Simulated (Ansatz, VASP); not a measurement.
**One calculation of Ag, two programs**

INCAR

```
SYSTEM = Ag
  PREC = Accurate
  ENCUT = 520
  EDIFF = 1E-6
  ISMEAR = 0
  SIGMA = 0.15
  LREAL = .FALSE.
  LASPH = .TRUE.
  NELM = 80
  ALGO = Fast
  ISIF = 2
  LWAVE = .FALSE.
  LCHARG = .FALSE.
  GGA = PS
  NBANDS = 12
```

Contents of KPOINTS:

```
Automatic mesh
0
G
  20 20 20
  0 0 0
```

File POSCAR:

```
Ag
1.0
   -1.5232016800      1.5232016800      1.5894278400
    1.5232016800     -1.5232016800      1.5894278400
    1.5232016800      1.5232016800     -1.5894278400
Ag
1
Direct
    0.0000000000      0.0000000000      0.0000000000
```

Input for Ansatz:

```yaml
crystal:
  lattice:
    - [-1.52320168, 1.52320168, 1.58942784]
    - [1.52320168, -1.52320168, 1.58942784]
    - [1.52320168, 1.52320168, -1.58942784]
  atoms:
    - { symbol: Ag, position: [0.0, 0.0, 0.0] }
basis:
  ecutwfc: 420
kpoints:
  mp_grid: { grid: [20, 20, 20] }
hamiltonian:
  xc: pbesol
scf:
  occupations: { method: gaussian, width: 0.15 }
output:
  forces: true
  stress: true
  eigenvalues: true
```

Change from the starting cell: strain -0.080 along x and y, -0.040 along z, atoms carried along.

Alike in both runs: task single point; functional PBEsol; k mesh 20 × 20 × 20; occupations gaussian, width 0.15 eV; no spin polarisation.

```csv
,VASP,Ansatz
version,VASP 6.6.1,Ansatz 0.2.0
potentials or method,"VASP PAW PBE potentials, release 64 (Ag), cutoff 520 eV","scalar-relativistic, plane waves, PAW"
valence electrons in the cell,11,19
```

Ansatz gave:

- gap on the k mesh at the Fermi level (eV): none
- pressure (GPa): 21.3
- traceless stress, the component that is largest in VASP (GPa): 0.68

Q: What did VASP give for the same quantities?

A: gap on the k mesh at the Fermi level (eV): none; pressure (GPa): 20.7; traceless stress, the component that is largest in VASP (GPa): 0.68.

VASP's potentials were made for PBE, not for PBEsol. A gap of «none» marks a metal or a gap that the smearing closes. The functional is the same, so the differences come from potentials, cutoffs and numerics. VASP's potentials hold 11 valence electrons a cell and Ansatz's 19, so a difference there can come from the potentials and not from the codes.
